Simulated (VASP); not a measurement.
Runs of VASP 6.6.1 on Ca. The structure is that of space group P6_3/mmc (No. 194), or close to it. The cells are those of the table. 

```tsv
cell	gap on the mesh (eV)	pressure (GPa)
a = 4.012, b = 4.012, c = 13.150 Å, angles 90.0, 90.0, 120.0°, 4 atoms	none	-0.6
a = 3.852, b = 3.852, c = 12.623 Å, angles 90.0, 90.0, 120.0°, 4 atoms	none	(a)
a = 3.795, b = 3.795, c = 12.438 Å, angles 90.0, 90.0, 120.0°, 4 atoms	none	2.6
a = 4.063, b = 4.063, c = 13.316 Å, angles 90.0, 90.0, 120.0°, 4 atoms	none	-1.1
a = 4.113, b = 4.113, c = 13.479 Å, angles 90.0, 90.0, 120.0°, 4 atoms	none	(b)
a = 3.907, b = 3.907, c = 12.804 Å, angles 90.0, 90.0, 120.0°, 4 atoms	none	0.7
a = 3.960, b = 3.960, c = 12.979 Å, angles 90.0, 90.0, 120.0°, 4 atoms	none	0.0
```

Alike in all rows: task single point; level revPBE; potentials or basis VASP PAW PBE potentials, release 64 (Ca_sv); no spin polarisation; k mesh 10 × 10 × 3; cutoff (eV) 520; smearing fermi-dirac 0.1 eV.

Task: Estimate the missing entries.

Result: (a) 1.6; (b) -1.5.

Caveats: the PAW data sets were made with another functional, which shifts forces and pressure a little.

A gap of «none» marks levels without a gap at the run's occupations.
